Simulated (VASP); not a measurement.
# RbSr2Si4 (P4/mmm) in VASP: relaxation of cell and atoms with PBE+D3(BJ)

Aim: the relaxation of cell and atoms of RbSr2Si4 with PBE+D3(BJ).

All numbers are computed with VASP 6.6.1; they aren't measurements. Logs are shortened: lines on timing, memory, paths and dates and some standing lists are left out, and cuts for length are marked.

### 1 The cell of the first run

The structure is tetragonal, space group P4/mmm (No. 123). The conventional cell has a = 4.331 Å, b = 4.331 Å, c = 11.292 Å, α = 90.00°, β = 90.00°, γ = 90.00°. Within 4.8 Å of Rb (site symmetry 4/mmm) lie 2 Sr at 3.66 Å and 8 Si at 3.85 Å and 4 Rb at 4.33 Å. Within 4.4 Å of Sr (site symmetry 4mm) lie 12 Si at 3.19 to 4.34 Å and 1 Rb at 3.66 Å and 5 Sr at 3.97 to 4.33 Å. Si (site symmetry 4mm) has 2 Si at 2.18 to 2.23 Å within 2.9 Å. Within 2.9 Å of Si (site symmetry 4mm) lie 1 Si at 2.23 Å.

### 2 Relaxation of cell and atoms, PBE+D3(BJ)

File INCAR:

```
SYSTEM = RbSr2Si4
ALGO = Normal
EDIFF = 1E-7
EDIFFG = -0.01
ENCUT = 500
GGA = PE
GGA_COMPAT = .FALSE.
IBRION = 2
ISIF = 3
ISMEAR = 0
IVDW = 12
LASPH = .TRUE.
LCHARG = .FALSE.
LREAL = .FALSE.
LWAVE = .FALSE.
NELM = 120
NELMIN = 4
NSW = 100
PREC = Accurate
SIGMA = 0.1
```

File KPOINTS:

```
k-points
0
G
  10 10 4
  0 0 0
```

File POSCAR:

```
RbSr2Si4
1.0
    4.3313519484      0.0000000000      0.0000000000
    0.0000000000      4.3313519484      0.0000000000
    0.0000000000      0.0000000000     11.2919450485
Rb Sr Si
1 2 4
Direct
    0.0000000000      0.0000000000      0.0000000000
    0.0000000000      0.0000000000      0.6758353133
    0.0000000000      0.0000000000      0.3241646867
    0.5000000000      0.5000000000      0.5963252892
    0.5000000000      0.5000000000      0.7935790909
    0.5000000000      0.5000000000      0.2064209091
    0.5000000000      0.5000000000      0.4036747108
```

Potentials or basis: VASP PAW PBE potentials, release 64 (Rb_sv, Sr_sv, Si).

Run with:

```console
$ cat potpaw_PBE.64/Rb_sv/POTCAR potpaw_PBE.64/Sr_sv/POTCAR potpaw_PBE.64/Si/POTCAR > POTCAR
$ mpirun -np 1 vasp_std > vasp.out
```

OUTCAR:

```text
SYSTEM = RbSr2Si4
   EDIFF = 1E-7
   EDIFFG = -0.01
   ENCUT = 500
   GGA = PE
   IBRION = 2
   ISIF = 3
   ISMEAR = 0
   IVDW = 12
   LASPH = .TRUE.
   LREAL = .FALSE.
   NELM = 120
   NELMIN = 4
   NSW = 100
   PREC = Accurate
 IVDW          = 12

 ion  position               nearest neighbor table
   1  0.000  0.000  0.000-   2 3.66   3 3.66   5 3.85   6 3.85   5 3.85   6 3.85   5 3.85   6 3.85
                             5 3.85   6 3.85
   2  0.000  0.000  0.676-   4 3.19   4 3.19   4 3.19   4 3.19   5 3.34   5 3.34   5 3.34   5 3.34
                             1 3.66   3 3.97
   3  0.000  0.000  0.324-   7 3.19   7 3.19   7 3.19   7 3.19   6 3.34   6 3.34   6 3.34   6 3.34
                             1 3.66   2 3.97
   4  0.500  0.500  0.596-   7 2.18   5 2.23   2 3.19   2 3.19   2 3.19   2 3.19
   5  0.500  0.500  0.794-   4 2.23   2 3.34   2 3.34   2 3.34   2 3.34   1 3.85   1 3.85   1 3.85
                             1 3.85
   6  0.500  0.500  0.206-   7 2.23   3 3.34   3 3.34   3 3.34   3 3.34   1 3.85   1 3.85   1 3.85
                             1 3.85
   7  0.500  0.500  0.404-   4 2.18   6 2.23   3 3.19   3 3.19   3 3.19   3 3.19

  LATTYP: Found a simple tetragonal cell.
 ALAT       =     4.3313519484
 C/A-ratio  =     2.6070255161

  Lattice vectors:

 A1 = (   4.3313519484,   0.0000000000,   0.0000000000)
 A2 = (   0.0000000000,   4.3313519484,   0.0000000000)
 A3 = (   0.0000000000,   0.0000000000,  11.2919450485)

Analysis of symmetry for initial positions (statically):
=====================================================================
 Subroutine PRICEL returns:
 Original cell was already a primitive cell.

 Routine SETGRP: Setting up the symmetry group for a
 simple tetragonal supercell.

 Subroutine GETGRP returns: Found 16 space group operations
 (whereof 16 operations were pure point group operations)
 out of a pool of 16 trial point group operations.

The static configuration has the point symmetry D_4h.

Analysis of symmetry for dynamics (positions and initial velocities):
=====================================================================
 Subroutine PRICEL returns:
 Original cell was already a primitive cell.

 Routine SETGRP: Setting up the symmetry group for a
 simple tetragonal supercell.

 Subroutine GETGRP returns: Found 16 space group operations
 (whereof 16 operations were pure point group operations)
 out of a pool of 16 trial point group operations.

The dynamic configuration has the point symmetry D_4h.

 Subroutine INISYM returns: Found 16 space group operations
 (whereof 16 operations are pure point group operations),
 and found     1 'primitive' translations

----------------------------------------------------------------------------------------

                                     Primitive cell

  volume of cell :     211.8438

  direct lattice vectors                    reciprocal lattice vectors
[... 88 lines left out ...]
   PREC   = accura    normal or accurate (medium, high low for compatibility)
   ISTART =      0    job   : 0-new  1-cont  2-samecut
   ICHARG =      2    charge: 1-file 2-atom 10-const
   ISPIN  =      1    spin polarized calculation?
   LNONCOLLINEAR =      F non collinear calculations
   LSORBIT =      F    spin-orbit coupling
   LASPH  =      T    aspherical Exc in radial PAW
   ENCUT  =  500.0 eV  36.75 Ry    6.06 a.u.   7.90  7.90 20.59*2*pi/ulx,y,z
   NELM   =    120;   NELMIN=  4; NELMDL= -5     # of ELM steps
   EDIFF  = 0.1E-06   stopping-criterion for ELM
   LREAL  =      F    real-space projection
   EDIFFG = -.1E-01   stopping-criterion for IOM
   NSW    =    100    number of steps for IOM
   IBRION =      2    ionic relax: 0-MD 1-quasi-New 2-CG
   NFREE  =      1    steps in history (QN), initial steepest desc. (CG)
   ISIF   =      3    stress and relaxation
   ISYM   =      2    0-nonsym 1-usesym 2-fastsym
   POTIM  = 0.5000    time-step for ionic-motion
   TEBEG  =    0.0;   TEEND  =   0.0 temperature during run
   PSTRESS=    0.0 pullay stress
   NELECT =      45.0000    total number of electrons
   NUPDOWN=      -1.0000    fix difference up-down
   EMIN   =  10.00;   EMAX   =-10.00  energy-range for DOS
   EFERMI =   0.00;   METHOD = LEGACY
   ISMEAR =     0;   SIGMA  =   0.10  broadening in eV -4-tet -1-fermi 0-gaus
   EFERMI_NEDOS =   21; number of points for ismear=-14 and -15
   IALGO  =     38    algorithm
   IMIX   =      4    mixing-type and parameters
     AMIX     =   0.40;   BMIX     =  1.00
     AMIX_MAG =   1.60;   BMIX_MAG =  1.00
  volume/ion in A,a.u.               =      30.26       204.23
  Fermi-wavevector in a.u.,A,eV,Ry     =   0.976803  1.845891 12.981926  0.954145
  Thomas-Fermi vector in A             =   2.107451
   LORBIT       =      0    0 simple, 1 ext, 2 COOP (PROOUT), +10 PAW based schemes
   GGA     = PE    functional components
   LHFCALC =     F    Hartree Fock is set to
   AEXX    =    0.0000 exact exchange contribution
   IVDW    =    12    specifies the selected vdW correction
   LEPSILON=     F    determine dielectric tensor
   LRPA    =     F    only Hartree local field effects (RPA)
 conjugate gradient relaxation of ions
 non-spin polarized calculation
 Gauss-broadening in eV      SIGMA  =   0.10
  energy-cutoff  :      500.00
  volume of cell :      211.84
 maximum number of plane-waves:      5417
 NGX is ok and might be reduce to    32
   NGX = 15   NGY = 15   NGZ = 41

--------------------------------------- Ionic step        1  -------------------------------------------

 number of electron      45.0000001 magnetization

 Free energy of the ion-electron system (eV)
  ---------------------------------------------------
  ext. energy  EPLUGINS =         0.00000000
  ---------------------------------------------------
  free energy    TOTEN  =       -25.76795635 eV

  energy without entropy =      -25.75708687  energy(sigma->0) =      -25.76252161

------------------------ aborting loop because EDIFF is reached ----------------------------------------

 Edisp (eV)   -1.82924

 E8    (eV) :    -0.8882
[... 81 lines left out ...]
--------------------------------------- Ionic step        3  -------------------------------------------

 number of electron      45.0000001 magnetization

 Free energy of the ion-electron system (eV)
  ---------------------------------------------------
  ext. energy  EPLUGINS =         0.00000000
  ---------------------------------------------------
  free energy    TOTEN  =       -25.76933126 eV

  energy without entropy =      -25.75808200  energy(sigma->0) =      -25.76370663

 E-fermi :   3.4862     XC(G=0):  -8.4476

 val. band max:        3.4677552577   @ k =   0.5000   0.2000   0.5000
 cond. band min:       3.4880904651   @ k =   0.1000   0.1000   0.5000
 fundamental gap:      0.0203352074
 Fermi energy:         3.4862152165

 k-point     1 :       0.0000    0.0000    0.0000
  band No.  band energies     occupation
      1     -32.2704      2.00000
      2     -32.2640      2.00000
      3     -24.7871      2.00000
      4     -14.5242      2.00000
      5     -14.4166      2.00000
      6     -14.2272      2.00000
[... 709 lines left out ...]
     26       4.6952      0.00000
     27       5.2771      0.00000

 [... further k-points ...]

------------------------ aborting loop because EDIFF is reached ----------------------------------------

 Edisp (eV)   -1.82828

 E8    (eV) :    -0.8877
[... 30 lines left out ...]
  FREE ENERGIE OF THE ION-ELECTRON SYSTEM (eV)
  ---------------------------------------------------
  free  energy   TOTEN  =       -27.5976113992 eV

  energy  without entropy=      -27.5863621414  energy(sigma->0) =      -27.59198677

 reached required accuracy - stopping structural energy minimisation
```

Wall time 6.6 min (1 thread of AMD EPYC 9R45 (Zen 5), shared host); peak memory 0.5 GiB.

Results:

```yaml
Free_energy: -27.5976 eV
Relaxed_volume: 30.28 Å³/atom
Relaxed_cell: a = 4.329 Å, b = 4.329 Å, c = 11.309 Å, α = 90.00°, β = 90.00°, γ = 90.00°
Space_group_after_relaxing_to_0.1_Å: P4/mmm (No. 123)
Energy_gained_by_relaxing: 0.1 meV/atom
Ionic_steps: 3
Pressure_after_relaxing: 0.0 GPa
Largest_force_after_relaxing: 0.008 eV/Å
Band_gap_on_the_k_mesh: zero (an odd number of electrons rules out a gap without spin polarisation)
Dispersion_energy_per_atom: -0.261 eV
```

Forces in eV/Å, atoms in the order of the input:
```
Rb   0.000  0.000  0.000
Sr   0.000  0.000  0.008
Sr   0.000  0.000 -0.008
Si   0.000  0.000  0.005
Si   0.000  0.000  0.005
Si   0.000  0.000 -0.005
Si   0.000  0.000 -0.005
```

Step by step:
| step | energy change (eV) | largest force (eV/Å) | pressure (GPa) | volume (Å³) |
| --- | --- | --- | --- | --- |
| 1 | 0.0000 | 0.0463 | 0.03 | 211.84 |
| 2 | -0.0003 | 0.0149 | -0.06 | 211.99 |
| 3 | -0.0004 | 0.0078 | -0.03 | 211.94 |

Final structure:
```
CELL_PARAMETERS angstrom
4.32906 0.00000 0.00000
0.00000 4.32906 0.00000
0.00000 0.00000 11.30911
ATOMIC_POSITIONS crystal
Rb 0.00000 0.00000 0.00000
Sr 0.00000 0.00000 0.67585
Sr 0.00000 0.00000 0.32415
Si 0.50000 0.50000 0.59643
Si 0.50000 0.50000 0.79371
Si 0.50000 0.50000 0.20629
Si 0.50000 0.50000 0.40357
```

Levels at points of the mesh, in eV from the Fermi level:
| k point | band 21 | band 22 | band 23 | band 24 | band 25 | band 26 |
| --- | --- | --- | --- | --- | --- | --- |
| (0.00, 0.00, 0.00) | -0.49 | 0.34 | 0.34 | 0.38 | 0.77 | 0.96 |
| (0.50, 0.00, 0.00) | -1.54 | -1.30 | 0.59 | 1.02 | 1.02 | 1.06 |
| (0.50, 0.50, 0.00) | -2.13 | -1.53 | -1.53 | 0.21 | 0.21 | 0.55 |
| (0.00, 0.00, 0.50) | -0.45 | -0.15 | 0.25 | 0.25 | 0.41 | 0.89 |
| (0.50, 0.00, 0.50) | -1.33 | -1.10 | -0.23 | 0.44 | 1.20 | 1.60 |
| (0.50, 0.50, 0.50) | -2.04 | -1.66 | -1.66 | 0.31 | 0.31 | 0.80 |
